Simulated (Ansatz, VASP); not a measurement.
**Ta2TiSi3: VASP beside Ansatz**

```xyz
6
Lattice="3.5802 0.0000 0.0000 0.0000 3.5802 0.0000 0.0000 0.0000 7.8030" Properties=species:S:1:pos:R:3 pbc="T T T"
Ti    0.0000    0.0000    0.0000
Ta    0.0000    1.7901    5.7173
Ta    1.7901    0.0000    2.0857
Si    0.0000    1.7901    2.9773
Si    1.7901    0.0000    4.8257
Si    1.7901    1.7901    0.0000
```

Change from the starting cell: species swapped into the Ti2CuSb3 type (P-4m2, No. 115).

Alike in both runs: functional PBE; k mesh 6 × 6 × 2; occupations gaussian, width 0.1 eV; no spin polarisation.

Ansatz relaxed the structure, and its values are those at the end. VASP's run is a single point on that final structure, the one shown.

```csv
,VASP,Ansatz
version,VASP 6.6.1,Ansatz 0.2.0
potentials or method,"VASP PAW PBE potentials, release 64 (Ti_sv, Ta_pv, Si), cutoff 520 eV","scalar-relativistic, plane waves, PAW"
valence electrons in the cell,46,50
```

Ansatz gave:

| Property | Result |
| --- | --- |
| gap on the k mesh at the Fermi level (eV) | none |
| pressure (GPa) | 0.1 |
| rms of the force components (eV/Å) | 0.009 |

Which values does VASP return?

gap on the k mesh at the Fermi level (eV): none; pressure (GPa): 0.1; rms of the force components (eV/Å): 0.007.

A gap of «none» marks a metal or a gap that the smearing closes. The functional is the same, so the differences come from potentials, cutoffs and numerics. VASP's potentials hold 46 valence electrons a cell and Ansatz's 50, so a difference there can come from the potentials and not from the codes.

The k mesh is coarse, so the values compare programs but aren't converged. Spin-orbit coupling is off throughout.
